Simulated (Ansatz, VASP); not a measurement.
# V: VASP beside Ansatz

```
CELL_PARAMETERS angstrom
-1.47953 1.47953 1.47953
1.47953 -1.47953 1.47953
1.47953 1.47953 -1.47953
ATOMIC_POSITIONS crystal
V 0.00000 0.00000 0.00000
```

Alike in both runs: functional PBEsol; k mesh 20 × 20 × 20; occupations fermi-dirac, width 0.05 eV; no spin polarisation.

Ansatz relaxed the structure, and its values are those at the end. VASP's run is a single point on that final structure, the one shown.

```csv
,VASP,Ansatz
version,VASP 6.6.1,Ansatz 0.2.0
potentials or method,"VASP PAW PBE potentials, release 64 (V_sv)","PAW with Ansatz's default frozen-core files, scalar-relativistic"
plane-wave cutoff (eV),500,420
valence electrons in the cell,13,13
```

Ansatz gave:

```
pressure (GPa) : 0.0
```

**Question.** What did VASP give for the same quantities?

**Answer.** Pressure (GPa): 0.1.

VASP's potentials were made for PBE, not for PBEsol. With one functional, cell and mesh, what is left measures potentials, basis and numerics.
